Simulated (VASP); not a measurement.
# Ba (Fd-3m) in VASP: a series of runs, part 2 of 2

VASP 6.6.1. The steps go on from the part before.

### Step 6. Relaxation of cell and atoms, PBE

This run uses another cell than the first one, of 81.75 Å³/atom.

File INCAR:

```
PREC = Accurate
ENCUT = 500
EDIFF = 1E-7
ISMEAR = -1
SIGMA = 0.1
LREAL = F
LASPH = T
NELM = 120
ALGO = Normal
ISIF = 3
LWAVE = F
LCHARG = F
GGA = PE
IBRION = 2
NSW = 80
EDIFFG = -0.02
GGA_COMPAT = F
NELMIN = 4
```

File KPOINTS:

```
regular mesh
0
Gamma
  8 8 8
```

File POSCAR:

```
Ba
1.0
    0.0000000000      4.3400000000      4.3400000000
    4.3400000000      0.0000000000      4.3400000000
    4.3400000000      4.3400000000      0.0000000000
Ba
2
Direct
    1.0000000000      1.0000000000      1.0000000000
    0.2500000000      0.2500000000      0.2500000000
```

Potentials or basis: VASP PAW PBE potentials, release 64 (Ba_sv).

On the command line:

```sh
$ cat potpaw_PBE.64/Ba_sv/POTCAR > POTCAR
$ mpirun -np 1 vasp_std > vasp.out
```

OUTCAR:

```text
PREC = Accurate
   ENCUT = 500
   EDIFF = 1E-7
   ISMEAR = -1
   LREAL = F
   LASPH = T
   NELM = 120
   ISIF = 3
   GGA = PE
   IBRION = 2
   NSW = 80
   EDIFFG = -0.02
   NELMIN = 4

 ion  position               nearest neighbor table
   1  0.000  0.000  0.000-   2 3.76   2 3.76   2 3.76   2 3.76
   2  0.250  0.250  0.250-   1 3.76   1 3.76   1 3.76   1 3.76

  LATTYP: Found a face centered cubic cell.
 ALAT       =     8.6800000000

  Lattice vectors:

 A1 = (   0.0000000000,   4.3400000000,   4.3400000000)
 A2 = (   4.3400000000,   0.0000000000,   4.3400000000)
 A3 = (   4.3400000000,   4.3400000000,   0.0000000000)

Analysis of symmetry for initial positions (statically):
=====================================================================
 Subroutine PRICEL returns:
 Original cell was already a primitive cell.

 Routine SETGRP: Setting up the symmetry group for a
 face centered cubic supercell.

 Subroutine GETGRP returns: Found 48 space group operations
 (whereof 24 operations were pure point group operations)
 out of a pool of 48 trial point group operations.

The static configuration has the point symmetry T_d .
 The point group associated with its full space group is O_h .

Analysis of symmetry for dynamics (positions and initial velocities):
=====================================================================
 Subroutine PRICEL returns:
 Original cell was already a primitive cell.

 Routine SETGRP: Setting up the symmetry group for a
 face centered cubic supercell.

 Subroutine GETGRP returns: Found 48 space group operations
 (whereof 24 operations were pure point group operations)
 out of a pool of 48 trial point group operations.

The dynamic configuration has the point symmetry T_d .
 The point group associated with its full space group is O_h .

 Subroutine INISYM returns: Found 48 space group operations
 (whereof 24 operations are pure point group operations),
 and found     1 'primitive' translations

[... 142 lines left out ...]

  energy without entropy =       -1.64663179  energy(sigma->0) =       -1.73542238

------------------------ aborting loop because EDIFF is reached ----------------------------------------

  FORCE on cell =-STRESS in cart. coord.  units (eV):
  Direction    XX          YY          ZZ          XY          YZ          ZX
  --------------------------------------------------------------------------------------
  -------------------------------------------------------------------------------------
  Total       -0.1239233     -0.1239233     -0.1239233      0.0000000      0.0000000      0.0000000
  in kB       -1.2144074     -1.2144074     -1.2144074      0.0000000      0.0000000      0.0000000
  external PRESSURE =      -1.2144074 kB  Pullay stress =       0.0000000 kB
[... 89 lines left out ...]
  FREE ENERGIE OF THE ION-ELECTRON SYSTEM (eV)
  ---------------------------------------------------
  free  energy   TOTEN  =        -1.8291856182 eV

  energy  without entropy=       -1.6599381517  energy(sigma->0) =       -1.74456188

[... ionic steps 4 to 7 ...]

--------------------------------------- Ionic step        8  -------------------------------------------

 number of electron      19.9999999 magnetization

------------------------ aborting loop because EDIFF is reached ----------------------------------------
[... 67 lines left out ...]
--------------------------------------- Ionic step       10  -------------------------------------------

 number of electron      20.0000001 magnetization

 Free energy of the ion-electron system (eV)
  ---------------------------------------------------
  ext. energy  EPLUGINS =         0.00000000
  ---------------------------------------------------
  free energy    TOTEN  =        -1.88242707 eV

  energy without entropy =       -1.79573220  energy(sigma->0) =       -1.83907963

 E-fermi :   1.5330     XC(G=0):  -7.4396

 val. band max:        1.5079662480   @ k =  -0.3750   0.1250   0.0000
 cond. band min:       1.5533498962   @ k =  -0.3750   0.1250   0.0000
 fundamental gap:      0.0453836482
 Fermi energy:         1.5329619123

 k-point     1 :       0.0000    0.0000    0.0000
  band No.  band energies     occupation
      1     -27.9157      2.00000
      2     -27.3386      2.00000
      3     -13.4255      2.00000
      4     -13.4255      2.00000
      5     -13.4255      2.00000
      6     -12.3861      2.00000
      7     -12.3861      2.00000
      8     -12.3861      2.00000
      9      -0.6142      2.00000
     10       1.7001      0.31637
     11       1.7001      0.31637
     12       2.7028      0.00002
     13       2.7028      0.00002
     14       2.7028      0.00002
[... 377 lines left out ...]
      1     -27.7361      2.00000
      2     -27.5325      2.00000
      3     -13.6833      2.00000
      4     -13.6052      2.00000
      5     -13.2114      2.00000
      6     -12.5847      2.00000
      7     -12.1662      2.00000
      8     -12.0919      2.00000
      9       0.9376      1.99482
     10       1.1484      1.95814
     11       1.8906      0.05445
     12       1.9402      0.03349
     13       2.8194      0.00001
     14       3.0699      0.00000

 [... further k-points ...]
[... 5 lines left out ...]
  --------------------------------------------------------------------------------------
  -------------------------------------------------------------------------------------
  Total        0.0097149      0.0097149      0.0097149      0.0000000      0.0000000      0.0000000
  in kB        0.1296976      0.1296976      0.1296976      0.0000000      0.0000000      0.0000000
  external PRESSURE =       0.1296976 kB  Pullay stress =       0.0000000 kB
[... 17 lines left out ...]
  FREE ENERGIE OF THE ION-ELECTRON SYSTEM (eV)
  ---------------------------------------------------
  free  energy   TOTEN  =        -1.8824270676 eV

  energy  without entropy=       -1.7957321983  energy(sigma->0) =       -1.83907963

 reached required accuracy - stopping structural energy minimisation
```

OSZICAR:

```text
N       E                     dE             d eps       ncg     rms          rms(c)
DAV:   1     0.160474155162E+03    0.16047E+03   -0.76381E+03   812   0.109E+03
DAV:   2     0.114157205276E+02   -0.14906E+03   -0.14635E+03  1302   0.209E+02
DAV:   3    -0.147180144943E+01   -0.12888E+02   -0.12748E+02  1114   0.675E+01
[... 119 lines left out ...]
DAV:   6    -0.188242861514E+01   -0.13603E-04   -0.27848E-05  1018   0.468E-02    0.421E-03
DAV:   7    -0.188242736693E+01    0.12482E-05   -0.83908E-07  1032   0.596E-03    0.136E-03
DAV:   8    -0.188242754578E+01   -0.17885E-06   -0.67292E-07   908   0.952E-03    0.109E-03
DAV:   9    -0.188242701482E+01    0.53096E-06   -0.51138E-08   502   0.240E-03    0.157E-04
DAV:  10    -0.188242706759E+01   -0.52762E-07   -0.33478E-09   454   0.391E-04
  10 F= -.18824271E+01 E0= -.18390796E+01  d E =-.582141E-01
```

It took 4.9 min on 1 thread of Intel Xeon 6975P-C (Granite Rapids), shared host; peak memory 0.37 GiB.

Results:

```yaml
Free_energy: -1.8824 eV
Relaxed_volume: 60.00 Å³/atom
Relaxed_cell: a = 5.537 Å, b = 5.537 Å, c = 5.537 Å, α = 60.00°, β = 60.00°, γ = 60.00°
Space_group_after_relaxing_to_0.1_Å: Fd-3m (No. 227)
Energy_gained_by_relaxing: 29.1 meV/atom
Ionic_steps: 10
Pressure_after_relaxing: 0.0 GPa
Band_gap_on_the_k_mesh: zero (bands 10 and 11 overlap by 0.15 eV)
```

The path:
| step | energy change (eV) | largest force (eV/Å) | pressure (GPa) | volume (Å³) |
| --- | --- | --- | --- | --- |
| 1 | 0.0000 | 0.0000 | -0.12 | 163.49 |
| 2 | -0.0011 | 0.0000 | -0.13 | 162.03 |
| 3 | -0.0050 | 0.0000 | -0.16 | 157.70 |
| 4 | -0.0151 | 0.0000 | -0.23 | 149.27 |
| 5 | -0.0425 | 0.0000 | -0.29 | 133.31 |
| 6 | -0.0013 | 0.0000 | 1.47 | 104.90 |
| 7 | -0.0527 | 0.0000 | -0.22 | 127.21 |
| 8 | -0.0505 | 0.0000 | 0.42 | 113.75 |
| 9 | -0.0578 | 0.0000 | -0.08 | 122.05 |
| 10 | -0.0582 | 0.0000 | 0.01 | 120.01 |

Final structure:
```yaml
crystal:
  lattice:
    - [0.00000, 3.91497, 3.91497]
    - [3.91497, 0.00000, 3.91497]
    - [3.91497, 3.91497, 0.00000]
  atoms:
    - { symbol: Ba, position: [0.00000, 0.00000, 0.00000] }
    - { symbol: Ba, position: [0.25000, 0.25000, 0.25000] }
```

Caveat: the volume moved by over 15 % at a fixed basis, so the end points are rough; spin-orbit coupling is left out, which moves the levels of the heavy elements.

### Step 7. Relaxation of cell and atoms, PBE, target pressure 20 GPa, at which the enthalpy is minimised

This run uses another cell than the first one, of 81.75 Å³/atom.

File INCAR:

```
SYSTEM = Ba
PREC = Accurate ; ENCUT = 500
EDIFF = 1E-7 ; ISMEAR = -1
SIGMA = 0.1 ; LREAL = .False.
LASPH = .True. ; NELM = 120
ALGO = Normal ; ISIF = 3
LWAVE = .False. ; LCHARG = .False.
GGA = PE ; IBRION = 2
NSW = 80 ; EDIFFG = -0.02
PSTRESS = 200.0 ; GGA_COMPAT = .False.
NELMIN = 4
```

File KPOINTS:

```
regular mesh
0
Gamma
  8 8 8
  0 0 0
```

POSCAR is that of step 6.

Potentials or basis: VASP PAW PBE potentials, release 64 (Ba_sv).

On the command line:

```sh
$ cat potpaw_PBE.64/Ba_sv/POTCAR > POTCAR
$ mpirun -np 1 vasp_std > vasp.out
```

OUTCAR:

```text
SYSTEM = Ba
   PREC = Accurate
   ENCUT = 500
   EDIFF = 1E-7
   ISMEAR = -1
   LREAL = .False.
   LASPH = .True.
   NELM = 120
   ISIF = 3
   GGA = PE
   IBRION = 2
   NSW = 80
   EDIFFG = -0.02
   PSTRESS = 200.0
   NELMIN = 4

 ion  position               nearest neighbor table
   1  0.000  0.000  0.000-   2 3.76   2 3.76   2 3.76   2 3.76
   2  0.250  0.250  0.250-   1 3.76   1 3.76   1 3.76   1 3.76

  LATTYP: Found a face centered cubic cell.
 ALAT       =     8.6800000000

  Lattice vectors:

 A1 = (   0.0000000000,   4.3400000000,   4.3400000000)
 A2 = (   4.3400000000,   0.0000000000,   4.3400000000)
 A3 = (   4.3400000000,   4.3400000000,   0.0000000000)

Analysis of symmetry for initial positions (statically):
=====================================================================
 Subroutine PRICEL returns:
 Original cell was already a primitive cell.

 Routine SETGRP: Setting up the symmetry group for a
 face centered cubic supercell.

 Subroutine GETGRP returns: Found 48 space group operations
 (whereof 24 operations were pure point group operations)
 out of a pool of 48 trial point group operations.

The static configuration has the point symmetry T_d .
 The point group associated with its full space group is O_h .

Analysis of symmetry for dynamics (positions and initial velocities):
=====================================================================
 Subroutine PRICEL returns:
 Original cell was already a primitive cell.

 Routine SETGRP: Setting up the symmetry group for a
 face centered cubic supercell.

 Subroutine GETGRP returns: Found 48 space group operations
 (whereof 24 operations were pure point group operations)
 out of a pool of 48 trial point group operations.

The dynamic configuration has the point symmetry T_d .
 The point group associated with its full space group is O_h .

 Subroutine INISYM returns: Found 48 space group operations
[... 95 lines left out ...]
   ENCUT  =  500.0 eV  36.75 Ry    6.06 a.u.  11.19 11.19 11.19*2*pi/ulx,y,z
   NELM   =    120;   NELMIN=  4; NELMDL= -5     # of ELM steps
   EDIFF  = 0.1E-06   stopping-criterion for ELM
   LREAL  =      F    real-space projection
   EDIFFG = -.2E-01   stopping-criterion for IOM
   NSW    =     80    number of steps for IOM
   IBRION =      2    ionic relax: 0-MD 1-quasi-New 2-CG
   NFREE  =      1    steps in history (QN), initial steepest desc. (CG)
   ISIF   =      3    stress and relaxation
   ISYM   =      2    0-nonsym 1-usesym 2-fastsym
   POTIM  = 0.5000    time-step for ionic-motion
   TEBEG  =    0.0;   TEEND  =   0.0 temperature during run
   PSTRESS=  200.0 pullay stress
   NELECT =      20.0000    total number of electrons
   NUPDOWN=      -1.0000    fix difference up-down
   EMIN   =  10.00;   EMAX   =-10.00  energy-range for DOS
   EFERMI =   0.00;   METHOD = LEGACY
   ISMEAR =    -1;   SIGMA  =   0.10  broadening in eV -4-tet -1-fermi 0-gaus
   EFERMI_NEDOS =   21; number of points for ismear=-14 and -15
   IALGO  =     38    algorithm
   IMIX   =      4    mixing-type and parameters
     AMIX     =   0.40;   BMIX     =  1.00
     AMIX_MAG =   1.60;   BMIX_MAG =  1.00
  volume/ion in A,a.u.               =      81.75       551.65
  Fermi-wavevector in a.u.,A,eV,Ry     =   0.812678  1.535738  8.985904  0.660445
  Thomas-Fermi vector in A             =   1.922264
   LORBIT       =      0    0 simple, 1 ext, 2 COOP (PROOUT), +10 PAW based schemes
   GGA     = PE    functional components
   LHFCALC =     F    Hartree Fock is set to
   AEXX    =    0.0000 exact exchange contribution
   IVDW    =     0    specifies the selected vdW correction
   LEPSILON=     F    determine dielectric tensor
   LRPA    =     F    only Hartree local field effects (RPA)
 conjugate gradient relaxation of ions
 non-spin polarized calculation
  energy-cutoff  :      500.00
  volume of cell :      163.49
 maximum number of plane-waves:      4184
 NGX is ok and might be reduce to    48
   NGX = 23   NGY = 23   NGZ = 23

--------------------------------------- Ionic step        1  -------------------------------------------

 number of electron      19.9999999 magnetization

 Free energy of the ion-electron system (eV)
  ---------------------------------------------------
  ext. energy  EPLUGINS =         0.00000000
  ---------------------------------------------------
  free energy    TOTEN  =        -1.82421296 eV

  energy without entropy =       -1.64663179  energy(sigma->0) =       -1.73542238

------------------------ aborting loop because EDIFF is reached ----------------------------------------

  FORCE on cell =-STRESS in cart. coord.  units (eV):
  Direction    XX          YY          ZZ          XY          YZ          ZX
  --------------------------------------------------------------------------------------
  -------------------------------------------------------------------------------------
  Total       -0.1239233     -0.1239233     -0.1239233      0.0000000      0.0000000      0.0000000
  in kB       -1.2144074     -1.2144074     -1.2144074      0.0000000      0.0000000      0.0000000
  external PRESSURE =    -201.2144074 kB  Pullay stress =     200.0000000 kB
[... 1504 lines left out ...]
--------------------------------------- Ionic step        8  -------------------------------------------

 number of electron      20.0000000 magnetization

 Free energy of the ion-electron system (eV)
  ---------------------------------------------------
  ext. energy  EPLUGINS =         0.00000000
  ---------------------------------------------------
  free energy    TOTEN  =        -0.26139017 eV

  energy without entropy =       -0.19842285  energy(sigma->0) =       -0.22990651

 E-fermi :   3.3549     XC(G=0):  -9.2588

 val. band max:        3.2867834856   @ k =   0.1250   0.0000   0.0000
 cond. band min:       3.3851461353   @ k =  -0.3750   0.2500   0.0000
 fundamental gap:      0.0983626496
 Fermi energy:         3.3548643640
[... 441 lines left out ...]
  energy  without entropy=       -0.1984228523  energy(sigma->0) =       -0.22990651

  enthalpy is  TOTEN    =         8.7634356446 eV   P V=        9.0248258158

 reached required accuracy - stopping structural energy minimisation
```

Wall time 4.3 min (1 thread of Intel Xeon 6975P-C (Granite Rapids), shared host); peak memory 0.42 GiB.

Results:

- Free energy: -0.2614 eV
- Relaxed volume: 36.15 Å³/atom
- Relaxed cell: a = 4.676 Å, b = 4.676 Å, c = 4.676 Å, α = 60.00°, β = 60.00°, γ = 60.00°
- Space group after relaxing (to 0.1 Å): Fd-3m (No. 227)
- Energy change on relaxing (the run minimises the enthalpy): +781.4 meV/atom
- Ionic steps: 8
- Pressure after relaxing: 20.0 GPa
- Band gap on the k mesh: zero (bands 10 and 11 overlap by 0.57 eV)

The path:
| step | energy change (eV) | largest force (eV/Å) | pressure (GPa) | volume (Å³) |
| --- | --- | --- | --- | --- |
| 1 | 0.0000 | 0.0000 | -0.12 | 163.49 |
| 2 | 88.5782 | 0.0000 | 1494.35 | 21.02 |
| 3 | -0.0279 | 0.0000 | -0.28 | 141.27 |
| 4 | -0.0554 | 0.0000 | -0.18 | 125.07 |
| 5 | 4.4535 | 0.0000 | 51.82 | 58.43 |
| 6 | 0.6402 | 0.0000 | 9.70 | 82.64 |
| 7 | 1.3146 | 0.0000 | 17.36 | 74.43 |
| 8 | 1.5628 | 0.0000 | 20.03 | 72.30 |

Final structure:
```cif
data_structure
_symmetry_space_group_name_H-M 'P 1'
_symmetry_Int_Tables_number 1
_cell_length_a 4.6760
_cell_length_b 4.6760
_cell_length_c 4.6760
_cell_angle_alpha 60.000
_cell_angle_beta 60.000
_cell_angle_gamma 60.000
_cell_volume 72.30
loop_
_atom_site_label
_atom_site_type_symbol
_atom_site_fract_x
_atom_site_fract_y
_atom_site_fract_z
_atom_site_occupancy
Ba1 Ba 0.00000 0.00000 0.00000 1
Ba2 Ba 0.25000 0.25000 0.25000 1
```

Caveat: the cell is relaxed towards a set pressure, so the run minimises the enthalpy, not the energy; the volume moved by over 15 % at a fixed basis, so the end points are rough; spin-orbit coupling is left out, which moves the levels of the heavy elements.

### Step 8. The runs side by side

| task | cell | gap on the mesh (eV) | pressure (GPa) |
| --- | --- | --- | --- |
| single point | a = 4.246 Å, angles 60.0°, 2 atoms | none | 70.3 |
| single point | a = 4.393 Å, angles 60.0°, 2 atoms | none | 46.7 |
| single point | a = 4.624 Å, angles 60.0°, 2 atoms | none | 23.6 |
| single point | a = 5.445 Å, angles 60.0°, 2 atoms | none | 0.4 |
| relaxation of cell and atoms | relaxed from a = 6.138 Å, angles 60.0°, 2 atoms | none | 0.0 |
| relaxation of cell and atoms | relaxed to 20 GPa from a = 6.138 Å, angles 60.0°, 2 atoms | none | 20.0 |

Alike in all rows: level PBE; potentials or basis VASP PAW PBE potentials, release 64 (Ba_sv); no spin polarisation; k mesh 8 × 8 × 8; cutoff (eV) 500; smearing fermi-dirac 0.1 eV.

Caveats: spin-orbit coupling is left out, which moves the levels of the heavy elements; the cell stands under pressure (at least some runs); the volume moved by over 15 % at a fixed basis, so the end points are rough (at least some runs); the cell is relaxed towards a set pressure, so the run minimises the enthalpy, not the energy (at least some runs).

Total energies depend on the potentials used, so only differences within one code and one set of settings carry meaning.
